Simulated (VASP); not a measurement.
Here is a VASP 6.6.1 calculation.

INCAR

```
PREC     = Accurate       # precision mode
ENCUT    = 520            # plane-wave cutoff, eV
EDIFF    = 1E-6           # SCF threshold, eV
ISMEAR   = 0              # smearing method
SIGMA    = 0.05           # smearing width, eV
LREAL    = Auto         
LASPH    = True           # aspherical terms in the spheres
NELM     = 80             # most SCF steps
ALGO     = Normal         # electronic algorithm
ISIF     = 2              # what is computed and relaxed
LWAVE    = False          # write WAVECAR
LCHARG   = False          # write CHGCAR
LDIPOL   = True         
IDIPOL   = 3            
DIPOL    = 0.5 0.5 0.500
GGA      = PE             # functional
NBANDS   = 93             # bands
```

Contents of KPOINTS:

```
regular mesh
0
Gamma
  7 5 1
```

File POSCAR:

```
HfO2
1.0
    3.6168511900      0.0000000000      0.0000000000
    0.0000000000      5.1150000000      0.0000000000
    0.0000000000      0.0000000000     30.8505535572
Hf O
7 14
Direct
    0.5000000000      0.5000000000      0.3241432923
    0.0000000000      0.0000000000      0.3827621980
    0.5000000000      0.5000000000      0.4413810943
    0.0000000000      0.0000000000      0.5011925111
    0.5000000000      0.5000000000      0.5551308588
    0.0000000000      0.0000000000      0.6231645308
    0.5000000000      0.5000000000      0.6668768740
    0.0000000000      0.7500000000      0.3241432923
    0.0000000000      0.2500000000      0.3241432923
    0.5000000000      0.2500000000      0.3827621980
    0.5000000000      0.7500000000      0.3827621980
    0.0000000000      0.7500000000      0.4413810943
    0.0000000000      0.2500000000      0.4413810943
    0.5000000000      0.2494625382      0.4996400347
    0.5000000000      0.7505374618      0.4996400347
    0.0000000000      0.7485665042      0.5581445253
    0.0000000000      0.2514334958      0.5581445253
    0.5000000000      0.2466962912      0.6164403408
    0.5000000000      0.7533037088      0.6164403408
    0.0000000000      0.7391086575      0.6756754895
    0.0000000000      0.2608913425      0.6756754895
```

Potentials or basis: VASP PAW PBE potentials, release 64 (Hf_pv, O).

Launch:

```bash
$ cat potpaw_PBE.64/Hf_pv/POTCAR potpaw_PBE.64/O/POTCAR > POTCAR
$ mpirun -np 1 vasp_std > vasp.out
```

(1) What does it give for the band gap on the k mesh?

(2) What does it give for the largest force?

Results:

(1) 1.64 eV.

(2) 4.513 eV/Å.

Caveat: spin-orbit coupling is left out, which moves the levels of the heavy elements.
